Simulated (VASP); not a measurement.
Br:

```
CELL_PARAMETERS angstrom
4.63398 0.00000 0.00000
-1.39493 4.74788 0.00000
-2.58383 0.09792 5.07113
ATOMIC_POSITIONS crystal
Br 0.61173 0.02650 0.97780
Br 0.92990 0.25803 0.48867
Br 0.41318 0.26116 0.78817
```

```yaml
Program: VASP 6.6.1
Task: relaxation of cell and atoms
Functional: PBE
Potentials_or_basis: VASP PAW PBE potentials, release 64 (Br)
Cutoff: 600 eV
k_mesh: 4 × 4 × 4
Occupations: gaussian, width 0.1 eV
Spin: no spin polarisation
```

At the start: pressure 51.8 GPa; volume 37.19 Å³/atom.

Task: Where does the relaxation end?

Result: Over 70 steps the energy falls by 4471.1 meV/atom and the volume is 47.50 Å³/atom (+27.7 %); space group P-1 (No. 2, to 0.05 Å).

Step by step:
| step | energy change (eV) | largest force (eV/Å) | pressure (GPa) | volume (Å³) |
| --- | --- | --- | --- | --- |
| 1 | 0.0000 | 48.8409 | 51.75 | 111.57 |
| 3 | -10.5185 | 1.5423 | -2.68 | 326.94 |
| 5 | -11.7941 | 1.2908 | -0.29 | 261.86 |
| 7 | -11.7105 | 4.0626 | 1.25 | 238.71 |
| 9 | -11.2990 | 2.3813 | -1.97 | 260.85 |
| 11 | -11.9955 | 0.1789 | -0.72 | 248.34 |
| 13 | -12.0512 | 0.1101 | -0.58 | 239.21 |
| 15 | -12.3629 | 0.6215 | 0.04 | 166.37 |
| 17 | -12.4145 | 0.8100 | -0.35 | 155.03 |
| 19 | -12.4812 | 0.8464 | 2.05 | 133.44 |
| 21 | -12.5722 | 0.6367 | 0.73 | 140.24 |
| 23 | -12.7192 | 0.5085 | -0.24 | 142.59 |
| 25 | -12.7653 | 0.4571 | -0.58 | 144.61 |
| 27 | -12.7941 | 1.8246 | 0.78 | 143.26 |
| 29 | -12.8875 | 0.6873 | -0.28 | 144.41 |
| 31 | -13.0654 | 0.5750 | -1.03 | 141.92 |
| 33 | -13.0699 | 0.6414 | -1.34 | 142.94 |
| 35 | -13.1123 | 0.5263 | -0.48 | 139.86 |
| 37 | -13.1648 | 0.4459 | -0.18 | 138.11 |
| 39 | -13.2081 | 0.4860 | 0.24 | 136.17 |
| 41 | -13.2304 | 0.3792 | -0.11 | 136.95 |
| 43 | -13.2688 | 0.4179 | 0.54 | 133.42 |
| 45 | -13.2825 | 0.1761 | -0.39 | 136.26 |
| 47 | -13.2914 | 0.1433 | -0.19 | 135.39 |
| 49 | -13.3047 | 0.1845 | 0.41 | 133.55 |
| 51 | -13.3093 | 0.1190 | 0.24 | 134.55 |
| 53 | -13.3175 | 0.1892 | -0.01 | 137.74 |
| 55 | -13.3688 | 0.2133 | -0.07 | 142.39 |
| 57 | -13.3821 | 0.1963 | -0.16 | 144.90 |
| 59 | -13.3865 | 0.2030 | -0.21 | 145.70 |
| 61 | -13.3995 | 0.1548 | -0.08 | 143.83 |
| 63 | -13.4048 | 0.1091 | 0.11 | 141.78 |
| 65 | -13.4109 | 0.0750 | -0.05 | 142.93 |
| 67 | -13.4119 | 0.0832 | 0.08 | 142.56 |
| 69 | -13.4126 | 0.0536 | 0.03 | 142.57 |
| 70 | -13.4132 | 0.0246 | -0.02 | 142.50 |

Final structure:
```yaml
crystal:
  lattice:
    - [4.97650, -0.16633, 0.30366]
    - [-1.70808, 5.43240, -1.26703]
    - [-2.37754, -0.81558, 5.37567]
  atoms:
    - { symbol: Br, position: [0.77370, 0.74139, 0.20211] }
    - { symbol: Br, position: [0.86325, 0.28853, 0.30134] }
    - { symbol: Br, position: [0.31786, 0.51576, 0.75120] }
```

Caveat: the k points lie up to 0.37 Å⁻¹ apart in the final cell; the volume moved by over 15 % at a fixed basis, so the end points are rough; an odd number of electrons without spin polarisation forces a metal; a magnetic or distorted state may lie lower.
